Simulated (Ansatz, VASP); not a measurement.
## One calculation of Pt, two programs

```xyz
2
Lattice="0.0000 2.7838 2.7838 2.7838 0.0000 2.7838 2.7838 2.7838 0.0000" Properties=species:S:1:pos:R:3 pbc="T T T"
Pt    0.6959    0.6959    0.6959
Pt    4.8716    4.8716    4.8716
```

Alike in both runs: task single point; functional r2SCAN; k mesh 11 × 11 × 11; occupations fermi-dirac, width 0.1 eV; no spin polarisation.

```csv
,VASP,Ansatz
version,VASP 6.6.1,Ansatz 0.2.0
potentials or method,"VASP PAW PBE potentials, release 64 (Pt), cutoff 520 eV","plane waves (500 eV) with PAW, scalar-relativistic"
valence electrons in the cell,20,36
```

|  | VASP | Ansatz | Ansatz less VASP |
| --- | --- | --- | --- |
| pressure (GPa) | 13.4 | 13.4 | +0.05 |

VASP's potentials were made for PBE, not for r2SCAN. VASP's potentials hold 20 valence electrons a cell and Ansatz's 36, so a difference there can come from the potentials and not from the codes.

Neither program's run includes spin-orbit coupling.
